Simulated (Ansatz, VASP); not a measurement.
**GaAs: VASP beside Ansatz**

```xyz
2
Lattice="0.0000 2.8017 2.8017 2.8017 0.0000 2.8017 2.8017 2.8017 0.0000" Properties=species:S:1:pos:R:3 pbc="T T T"
Ga    0.0000    0.0000    0.0000
As    4.2025    4.2025    4.2025
```

Alike in both runs: task single point; functional LDA; k mesh 12 × 12 × 12; occupations gaussian, width 0.02 eV; no spin polarisation.

```csv
,VASP,Ansatz
version,VASP 6.6.1,Ansatz 0.2.0
potentials or method,"VASP PAW LDA potentials, release 64 (Ga_d, As), cutoff 520 eV","scalar-relativistic, plane waves, PAW"
valence electrons in the cell,18,28
```

```csv
,VASP,Ansatz,Ansatz less VASP
gap on the k mesh at the Fermi level (eV),0.54,0.49,-0.049
least direct gap on the mesh (eV),0.54,0.49,-0.049
pressure (GPa),0.3,0.0,-0.32
```

LDA's correlation is that of Perdew and Zunger in VASP and of Perdew and Wang (1992) in Ansatz. VASP's potentials hold 18 valence electrons a cell and Ansatz's 28, so a difference there can come from the potentials and not from the codes.
